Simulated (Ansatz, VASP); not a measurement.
# Two plane-wave programs on LaHfO

INCAR

```
SYSTEM = LaHfO
  PREC = Accurate
  ENCUT = 520
  EDIFF = 1E-6
  ISMEAR = 0
  SIGMA = 0.1
  LREAL = .False.
  LASPH = .True.
  NELM = 60
  ALGO = Normal
  ISIF = 2
  LWAVE = .False.
  LCHARG = .True.
  GGA = PE
  LELF = .True.
  LVHAR = .True.
  NBANDS = 20
```

File KPOINTS:

```
regular mesh
0
Gamma
  12 12 6
  0 0 0
```

Contents of POSCAR:

```
LaHfO
1.0
    3.6229423212      0.0000000000      0.0000000000
   -1.8114711606      3.1375600866      0.0000000000
    0.0000000000      0.0000000000      5.7470383725
La Hf O
1 1 1
Direct
    0.6666666667      0.3333333333      0.5000000000
    0.3333333333      0.6666666667      0.0000000000
    0.6666666667      0.3333333333      0.0000000000
```

Input for Ansatz:

```yaml
crystal:
  lattice:
    - [3.6229423212, 0.0, 0.0]
    - [-1.8114711606, 3.1375600866, 0.0]
    - [0.0, 0.0, 5.7470383725]
  atoms:
    - { symbol: La, position: [0.6666666667, 0.3333333333, 0.5] }
    - { symbol: Hf, position: [0.3333333333, 0.6666666667, 0.0] }
    - { symbol: O, position: [0.6666666667, 0.3333333333, 0.0] }
basis:
  ecutwfc: 420
kpoints:
  mp_grid: { grid: [12, 12, 6] }
  band_path:
    path:
      - [[0.0, 0.0, 0.0], [0.5, 0.0, 0.0], [0.33333333, 0.33333333, 0.0], [0.0, 0.0, 0.0], [0.0, 0.0, 0.5], [0.5, 0.0, 0.5], [0.33333333, 0.33333333, 0.5], [0.0, 0.0, 0.5]]
      - [[0.5, 0.0, 0.5], [0.5, 0.0, 0.0]]
      - [[0.33333333, 0.33333333, 0.5], [0.33333333, 0.33333333, 0.0]]
    npoints: 14
hamiltonian:
  xc: pbe
scf:
  occupations: { method: gaussian, width: 0.1 }
  n_extra_bands: 7
output:
  forces: true
  stress: true
  eigenvalues: true
  populations: true
  dos: { projected: true, de: 0.02, nscf_kmesh: { grid: [15, 15, 8] } }
  bader: true
  write_density: true
  write_potential: true
  elf: true
  volumetric_format: npy
```

Alike in both runs: task single point; functional PBE; k mesh 12 × 12 × 6; occupations gaussian, width 0.1 eV; no spin polarisation.

```csv
,VASP,Ansatz
version,VASP 6.6.1,Ansatz 0.2.0
potentials or method,"VASP PAW PBE potentials, release 64 (La, Hf_pv, O), cutoff 520 eV","scalar-relativistic, plane waves, PAW"
valence electrons in the cell,27,43
```

|  | VASP | Ansatz | Ansatz less VASP |
| --- | --- | --- | --- |
| gap on the k mesh at the Fermi level (eV) | none | none | - |
| pressure (GPa) | -0.7 | 0.0 | +0.71 |
| traceless stress, the component that is largest in VASP (GPa) | 0.39 | -0.02 | -0.408 |

A gap of «none» marks a metal or a gap that the smearing closes. VASP's potentials hold 27 valence electrons a cell and Ansatz's 43, so a difference there can come from the potentials and not from the codes.

Neither program's run includes spin-orbit coupling.
